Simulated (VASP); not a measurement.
# SnO (Pmn2_1) in VASP: notebook

The runs below take SnO through single point, with PBE+D3(BJ).

All numbers are computed with VASP 6.6.1; they aren't measurements. Logs are shortened: lines on timing, memory, paths and dates and some standing lists are left out, and cuts for length are marked.

### Step 1. The cell of the first run

Symmetry: Pmn2_1, No. 31, orthorhombic system. The conventional cell has a = 3.079 Å, b = 6.314 Å, c = 4.317 Å, α = 90.00°, β = 90.00°, γ = 90.00°. Within 2.9 Å of Sn (site symmetry m) lie 3 O at 2.16 to 2.37 Å. O (site symmetry m) has 3 Sn at 2.16 to 2.37 Å within 2.9 Å.

### Step 2. Single point, PBE+D3(BJ) (20.98 Å³/atom)

Input file INCAR:

```
  PREC = Accurate
  ENCUT = 520
  EDIFF = 1E-6
  ISMEAR = 0
  SIGMA = 0.05
  LREAL = F
  LASPH = T
  NELM = 60
  ALGO = Normal
  ISIF = 2
  LWAVE = F
  LCHARG = F
  GGA = PE
  IVDW = 12
  NBANDS = 28
```

Input file KPOINTS:

```
regular mesh
0
Gamma
  10 6 8
```

Input file POSCAR:

```
SnO
1.0
    3.0791660169      0.0000000000      0.0000000000
    0.0000000000      6.3140354030      0.0000000000
    0.0000000000      0.0000000000      4.3172594739
Sn O
2 2
Direct
    0.0000000000      0.2345104856      0.5269946555
    0.5000000000      0.7654895144      0.0269946555
    0.0000000000      0.8836051479      0.7230063445
    0.5000000000      0.1163948521      0.2230063445
```

Potentials or basis: VASP PAW PBE potentials, release 64 (Sn_d, O).

The run is started by

```sh
> cat potpaw_PBE.64/Sn_d/POTCAR potpaw_PBE.64/O/POTCAR > POTCAR
> mpirun -np 1 vasp_std > vasp.out
```

OUTCAR:

```text
PREC = Accurate
   ENCUT = 520
   EDIFF = 1E-6
   ISMEAR = 0
   LREAL = F
   LASPH = T
   NELM = 60
   ISIF = 2
   GGA = PE
   IVDW = 12
 IVDW          = 12

 ion  position               nearest neighbor table
   1  0.000  0.235  0.527-   4 2.16   4 2.16   3 2.37
   2  0.500  0.765  0.027-   3 2.16   3 2.16   4 2.37
   3  0.000  0.884  0.723-   2 2.16   2 2.16   1 2.37
   4  0.500  0.116  0.223-   1 2.16   1 2.16   2 2.37

  LATTYP: Found a simple orthorhombic cell.
 ALAT       =     3.0791660169
 B/A-ratio  =     1.4020872698
 C/A-ratio  =     2.0505667341

  Lattice vectors:

 A1 = (  -3.0791660169,   0.0000000000,   0.0000000000)
 A2 = (   0.0000000000,   0.0000000000,   4.3172594739)
 A3 = (   0.0000000000,   6.3140354030,   0.0000000000)

Analysis of symmetry for initial positions (statically):
=====================================================================
 Subroutine PRICEL returns:
 Original cell was already a primitive cell.

 Routine SETGRP: Setting up the symmetry group for a
 simple orthorhombic supercell.

 Subroutine GETGRP returns: Found  4 space group operations
 (whereof  2 operations were pure point group operations)
 out of a pool of  8 trial point group operations.

The static configuration has the point symmetry C_1h.
 The point group associated with its full space group is C_2v.

Analysis of symmetry for dynamics (positions and initial velocities):
=====================================================================
 Subroutine PRICEL returns:
 Original cell was already a primitive cell.

 Routine SETGRP: Setting up the symmetry group for a
 simple orthorhombic supercell.

 Subroutine GETGRP returns: Found  4 space group operations
 (whereof  2 operations were pure point group operations)
 out of a pool of  8 trial point group operations.

The dynamic configuration has the point symmetry C_1h.
 The point group associated with its full space group is C_2v.

 Subroutine INISYM returns: Found  4 space group operations
 (whereof  2 operations are pure point group operations),
 and found     1 'primitive' translations

----------------------------------------------------------------------------------------

                                     Primitive cell

  volume of cell :      83.9360

  direct lattice vectors                    reciprocal lattice vectors
     3.079166017  0.000000000  0.000000000     0.324763262  0.000000000  0.000000000
     0.000000000  6.314035403  0.000000000     0.000000000  0.158377319  0.000000000
     0.000000000  0.000000000  4.317259474     0.000000000  0.000000000  0.231628422

  length of vectors
     3.079166017  6.314035403  4.317259474     0.324763262  0.158377319  0.231628422

  position of ions in fractional coordinates (direct lattice)
     0.000000000  0.234510486  0.526994655
     0.500000000  0.765489514  0.026994655
     0.000000000  0.883605148  0.723006344
     0.500000000  0.116394852  0.223006344

  ion indices of the primitive-cell ions
   primitive index   ion index
                 1           1
                 2           2
                 3           3
                 4           4

----------------------------------------------------------------------------------------

 KPOINTS: regular mesh

Automatic generation of k-mesh.
 Grid dimensions read from file:
 generate k-points for:   10    6    8

 Generating k-lattice:

  Cartesian coordinates                     Fractional coordinates (reciprocal lattice)
     0.032476326  0.000000000  0.000000000     0.100000000  0.000000000  0.000000000
     0.000000000  0.026396220  0.000000000     0.000000000  0.166666667  0.000000000
     0.000000000  0.000000000  0.028953553     0.000000000  0.000000000  0.125000000

  Length of vectors
     0.032476326  0.026396220  0.028953553

  Shift w.r.t. Gamma in fractional coordinates (k-lattice)
     0.000000000  0.000000000  0.000000000

 Subroutine IBZKPT returns following result:
 ===========================================

 Found    120 irreducible k-points:

 Following reciprocal coordinates:
            Coordinates               Weight
  0.000000  0.000000  0.000000      1.000000
  0.100000  0.000000  0.000000      2.000000
  0.200000  0.000000  0.000000      2.000000
  0.300000  0.000000  0.000000      2.000000
  0.400000  0.000000  0.000000      2.000000
  0.500000  0.000000  0.000000      1.000000
[... 16 lines left out ...]
  0.400000  0.500000  0.000000      2.000000
  0.500000  0.500000  0.000000      1.000000
 [... further k-points ...]
   k-points           NKPTS =    120   k-points in BZ     NKDIM =    120   number of bands    NBANDS=     28
   number of dos      NEDOS =    301   number of ions     NIONS =      4
   total plane-waves  NPLWV =  36864
   dimension x,y,z NGX =    24 NGY =   48 NGZ =   32
   dimension x,y,z NGXF=    48 NGYF=   96 NGZF=   64
   ions per type =               2   2
   NGX,Y,Z   is equivalent  to a cutoff of  12.96, 12.64, 12.32 a.u.
   NGXF,Y,Z  is equivalent  to a cutoff of  25.92, 25.28, 24.64 a.u.
 SYSTEM =  unknown system
   PREC   = accura    normal or accurate (medium, high low for compatibility)
   ISTART =      0    job   : 0-new  1-cont  2-samecut
   ICHARG =      2    charge: 1-file 2-atom 10-const
   ISPIN  =      1    spin polarized calculation?
   LNONCOLLINEAR =      F non collinear calculations
   LSORBIT =      F    spin-orbit coupling
   LASPH  =      T    aspherical Exc in radial PAW
   ENCUT  =  520.0 eV  38.22 Ry    6.18 a.u.   5.73 11.74  8.03*2*pi/ulx,y,z
   NELM   =     60;   NELMIN=  2; NELMDL= -5     # of ELM steps
   EDIFF  = 0.1E-05   stopping-criterion for ELM
   LREAL  =      F    real-space projection
   EDIFFG = 0.1E-04   stopping-criterion for IOM
   NSW    =      0    number of steps for IOM
   IBRION =     -1    ionic relax: 0-MD 1-quasi-New 2-CG
   NFREE  =      0    steps in history (QN), initial steepest desc. (CG)
   ISIF   =      2    stress and relaxation
   ISYM   =      2    0-nonsym 1-usesym 2-fastsym
   POTIM  = 0.5000    time-step for ionic-motion
   TEBEG  =    0.0;   TEEND  =   0.0 temperature during run
   PSTRESS=    0.0 pullay stress
   NELECT =      40.0000    total number of electrons
   NUPDOWN=      -1.0000    fix difference up-down
   EMIN   =  10.00;   EMAX   =-10.00  energy-range for DOS
   EFERMI =   0.00;   METHOD = LEGACY
   ISMEAR =     0;   SIGMA  =   0.05  broadening in eV -4-tet -1-fermi 0-gaus
   EFERMI_NEDOS =   21; number of points for ismear=-14 and -15
   IALGO  =     38    algorithm
   IMIX   =      4    mixing-type and parameters
     AMIX     =   0.40;   BMIX     =  1.00
     AMIX_MAG =   1.60;   BMIX_MAG =  1.00
  volume/ion in A,a.u.               =      20.98       141.61
  Fermi-wavevector in a.u.,A,eV,Ry     =   1.278730  2.416449 22.247560  1.635150
  Thomas-Fermi vector in A             =   2.411256
   LORBIT       =      0    0 simple, 1 ext, 2 COOP (PROOUT), +10 PAW based schemes
   GGA     = PE    functional components
   LHFCALC =     F    Hartree Fock is set to
   AEXX    =    0.0000 exact exchange contribution
   IVDW    =    12    specifies the selected vdW correction
   LEPSILON=     F    determine dielectric tensor
   LRPA    =     F    only Hartree local field effects (RPA)
 non-spin polarized calculation
 Gauss-broadening in eV      SIGMA  =   0.05
  energy-cutoff  :      520.00
  volume of cell :       83.94
 maximum number of plane-waves:      2304
 NGX is ok and might be reduce to    24
   NGX = 11   NGY = 23   NGZ = 17

 number of electron      40.0000011 magnetization

 Free energy of the ion-electron system (eV)
  ---------------------------------------------------
  ext. energy  EPLUGINS =         0.00000000
  ---------------------------------------------------
  free energy    TOTEN  =       -21.92811573 eV

  energy without entropy =      -21.92811573  energy(sigma->0) =      -21.92811573

 E-fermi :   4.1152     XC(G=0):  -9.3222

 val. band max:        3.8587251438   @ k =   0.3000   0.0000   0.0000
 cond. band min:       5.4782486664   @ k =   0.4000   0.5000   0.0000
 fundamental gap:      1.6195235226
 Fermi energy:         4.1151975852

 k-point     1 :       0.0000    0.0000    0.0000
  band No.  band energies     occupation
      1     -16.8710      2.00000
      2     -16.7565      2.00000
      3     -16.5236      2.00000
      4     -16.4899      2.00000
      5     -16.4857      2.00000
      6     -16.4499      2.00000
[... 20 lines left out ...]
     27      13.7704      0.00000
     28      13.9346      0.00000

 k-point     2 :       0.1000    0.0000    0.0000
  band No.  band energies     occupation
      1     -16.8486      2.00000
      2     -16.7261      2.00000
      3     -16.5230      2.00000
      4     -16.5080      2.00000
      5     -16.4934      2.00000
      6     -16.4484      2.00000
[... 20 lines left out ...]
     27      12.7875      0.00000
     28      13.3007      0.00000

 k-point     3 :       0.2000    0.0000    0.0000
  band No.  band energies     occupation
      1     -16.8053      2.00000
      2     -16.6617      2.00000
      3     -16.5580      2.00000
      4     -16.5380      2.00000
      5     -16.4947      2.00000
      6     -16.4792      2.00000
[... 20 lines left out ...]
     27      12.5743      0.00000
     28      13.7191      0.00000

 k-point     4 :       0.3000    0.0000    0.0000
  band No.  band energies     occupation
      1     -16.7949      2.00000
      2     -16.6987      2.00000
      3     -16.5557      2.00000
      4     -16.5388      2.00000
      5     -16.5262      2.00000
      6     -16.4995      2.00000
[... 20 lines left out ...]
     27      12.7198      0.00000
     28      13.9538      0.00000

 k-point     5 :       0.4000    0.0000    0.0000
  band No.  band energies     occupation
      1     -16.8162      2.00000
      2     -16.7777      2.00000
      3     -16.5718      2.00000
      4     -16.5649      2.00000
      5     -16.4951      2.00000
      6     -16.4943      2.00000
[... 20 lines left out ...]
     27      12.8652      0.00000
     28      14.1289      0.00000

 k-point     6 :       0.5000    0.0000    0.0000
  band No.  band energies     occupation
      1     -16.8188      2.00000
      2     -16.8188      2.00000
      3     -16.5786      2.00000
      4     -16.5786      2.00000
      5     -16.4871      2.00000
      6     -16.4871      2.00000
[... 463 lines left out ...]
      5     -16.4919      2.00000
      6     -16.4828      2.00000
[... 20 lines left out ...]
     27      12.9005      0.00000
     28      14.7476      0.00000

 k-point    22 :       0.3000    0.5000    0.0000
  band No.  band energies     occupation
      1     -16.7966      2.00000
      2     -16.6977      2.00000
      3     -16.5554      2.00000
      4     -16.5391      2.00000
      5     -16.5313      2.00000
      6     -16.4941      2.00000
[... 20 lines left out ...]
     27      13.0971      0.00000
     28      14.2853      0.00000

 k-point    23 :       0.4000    0.5000    0.0000
  band No.  band energies     occupation
      1     -16.8185      2.00000
      2     -16.7782      2.00000
      3     -16.5724      2.00000
      4     -16.5664      2.00000
      5     -16.4954      2.00000
      6     -16.4895      2.00000
[... 20 lines left out ...]
     27      12.8568      0.00000
     28      13.8068      0.00000

 k-point    24 :       0.5000    0.5000    0.0000
  band No.  band energies     occupation
      1     -16.8204      2.00000
      2     -16.8204      2.00000
      3     -16.5796      2.00000
      4     -16.5796      2.00000
      5     -16.4846      2.00000
      6     -16.4846      2.00000
[... 20 lines left out ...]
     27      13.2366      0.00000
     28      13.2366      0.00000

 [... further k-points ...]

------------------------ aborting loop because EDIFF is reached ----------------------------------------

 Edisp (eV)   -0.79298

 E8    (eV) :    -0.3462

  FORCE on cell =-STRESS in cart. coord.  units (eV):
  Direction    XX          YY          ZZ          XY          YZ          ZX
  --------------------------------------------------------------------------------------
  -------------------------------------------------------------------------------------
  Total       2.46513    -5.98192    -3.55098     0.00000     0.00000     0.00000
  in kB      47.05454  -114.18335   -67.78149     0.00000     0.00000     0.00000
  external pressure =      -44.97 kB  Pullay stress =        0.00 kB

 VOLUME and BASIS-vectors are now :
 -----------------------------------------------------------------------------
  energy-cutoff  :      520.00
  volume of cell :       83.94
      direct lattice vectors                 reciprocal lattice vectors
     3.079166017  0.000000000  0.000000000     0.324763262  0.000000000  0.000000000
     0.000000000  6.314035403  0.000000000     0.000000000  0.158377319  0.000000000
     0.000000000  0.000000000  4.317259474     0.000000000  0.000000000  0.231628422

 POSITION                                       TOTAL-FORCE (eV/Angst)
 -----------------------------------------------------------------------------------
      0.00000      1.48071      2.27517         0.000000     -1.573714     -0.451618
      1.53958      4.83333      0.11654         0.000000      1.573714     -0.451618
      0.00000      5.57911      3.12141         0.000000      0.153187      0.451618
      1.53958      0.73492      0.96278         0.000000     -0.153187      0.451618
 -----------------------------------------------------------------------------------
    total drift:                                0.000000      0.000000      0.002987

  FREE ENERGIE OF THE ION-ELECTRON SYSTEM (eV)
  ---------------------------------------------------
  free  energy   TOTEN  =       -22.7210961653 eV

  energy  without entropy=      -22.7210961653  energy(sigma->0) =      -22.72109617
```

It took 69 s on 1 thread of Intel Xeon 6975P-C (Granite Rapids), shared host; peak memory 0.35 GiB.

What came out:

| Quantity | Value |
| --- | --- |
| Free energy | -22.7211 eV |
| Pressure | -4.5 GPa |
| Largest force | 1.637 eV/Å |
| Band gap on the k mesh | 1.62 eV (least direct gap 1.86 eV) |
| Dispersion energy per atom | -0.198 eV |

Forces on the atoms (eV/Å):
```
Sn   0.000 -1.574 -0.452
Sn   0.000  1.574 -0.452
O    0.000  0.153  0.452
O    0.000 -0.153  0.452
```

Stress tensor (GPa, compression positive):
```
  4.71   0.00   0.00
  0.00 -11.42   0.00
  0.00   0.00  -6.78
```

Caveat: the stress differs along the axes, from -11 to 5 GPa; spin-orbit coupling is left out, which moves the levels of the heavy elements; forces of over 1 eV/Å act on the atoms, so gaps and moduli don't describe the material at rest. A k mesh can miss the band edges.

(Part 1 of 2 ends here.)
